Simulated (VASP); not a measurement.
Wanted: the native input for a VASP 6.6.1 run.

| Item | Value |
| --- | --- |
| Task | relaxation of cell and atoms |
| Functional | PBE |
| Potentials or basis | VASP PAW PBE potentials, release 64 (Al, N) |
| Cutoff | 600 eV |
| k mesh | 6 × 6 × 2 |
| Occupations | gaussian, width 0.2 eV |
| Spin | no spin polarisation |
| Dipole correction | no |
| Further INCAR settings | ALGO = Normal; EDIFF = 1e-07; IBRION = 2; EDIFFG = -0.08; NSW = 36; ISIF = 3 |

The structure of Al3N lies in POSCAR:

```
Al3N
1.0
    3.0000000000      0.0000000000      0.0000000000
   -1.5000000000      2.5980762100      0.0000000000
    0.0000000000      0.0000000000     13.9600000000
Al N
6 2
Direct
    0.3333333300      0.6666666700      0.1810000000
    0.0000000000      0.0000000000      0.0000000000
    0.0000000000      0.0000000000      0.3620000000
    0.3333333300      0.6666666700      0.5210000000
    0.6666666700      0.3333333300      0.6810000000
    0.3333333300      0.6666666700      0.8400000000
    0.0000000000      0.0000000000      0.2220000000
    0.3333333300      0.6666666700      0.0430000000
```

One way to write it, as run:

INCAR

```
  PREC = Accurate
  ENCUT = 600
  EDIFF = 1E-7
  ISMEAR = 0
  SIGMA = 0.2
  LREAL = False
  LASPH = True
  NELM = 80
  ALGO = Normal
  ISIF = 3
  LWAVE = False
  LCHARG = False
  GGA = PE
  IBRION = 2
  NSW = 36
  EDIFFG = -0.08
```

KPOINTS

```
regular mesh
0
Gamma
  6 6 2
```

Potentials or basis: VASP PAW PBE potentials, release 64 (Al, N).

Run with:

```console
$ cat potpaw_PBE.64/Al/POTCAR potpaw_PBE.64/N/POTCAR > POTCAR
$ mpirun -np 1 vasp_std > vasp.out
```

Results of the run:

```yaml
Relaxed_volume: 14.37 Å³/atom
Relaxed_cell: a = 3.020 Å, b = 3.020 Å, c = 14.551 Å, α = 90.00°, β = 90.00°, γ = 120.00°
Space_group_after_relaxing_to_0.05_Å: P3m1 (No. 156)
Energy_gained_by_relaxing: 28.2 meV/atom
Ionic_steps: 10
Pressure_after_relaxing: -0.1 GPa
Largest_force_after_relaxing: 0.074 eV/Å
Band_gap_on_the_k_mesh: zero (band 14 reaches 9.20 eV, above the bottom of band 15 at 6.80 eV)
```

Caveat: the k points lie up to 0.40 Å⁻¹ apart in the final cell; the relaxation stopped at a loose force limit of 0.08 eV/Å, so its end isn't a converged minimum.

Run time: 3 min on 1 thread of Intel(R) Xeon(R) Platinum 8488C (Sapphire Rapids), with other jobs on the host, peak memory 0.25 GiB.
